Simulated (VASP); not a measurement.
Here is a VASP 6.6.1 calculation.

File INCAR:

```
SYSTEM = Zn2CdTe3
ALGO = Normal
EDIFF = 1E-6
ENCUT = 520
GGA = PE
ISIF = 2
ISMEAR = 0
LASPH = .TRUE.
LCHARG = .FALSE.
LREAL = .FALSE.
LWAVE = .FALSE.
NBANDS = 36
NELM = 100
PREC = Accurate
SIGMA = 0.02
```

Contents of KPOINTS:

```
k-points
0
G
  6 6 4
  0 0 0
```

POSCAR

```
Zn2CdTe3
1.0
    4.5133265317      0.0000000000      0.0000000000
   -2.2566632659      3.9086554320      0.0000000000
    0.0000000000      0.0000000000     11.1010818709
Zn Cd Te
2 1 3
Direct
    0.3333333333      0.6666666667      0.6604068572
    0.6666666667      0.3333333333      0.3402495070
    0.0000000000      0.0000000000      0.9970624892
    0.0000000000      0.0000000000      0.7378114328
    0.3333333333      0.6666666667      0.4170449193
    0.6666666667      0.3333333333      0.0974247946
```

Potentials or basis: VASP PAW PBE potentials, release 64 (Zn, Cd, Te).

Launch:

```console
$ cat potpaw_PBE.64/Zn/POTCAR potpaw_PBE.64/Cd/POTCAR potpaw_PBE.64/Te/POTCAR > POTCAR
$ mpirun -np 1 vasp_std > vasp.out
```

(1) What does it give for the largest force?

(2) Estimate the pressure.

Answers

(1) 0.008 eV/Å.

(2) -1.0 GPa.
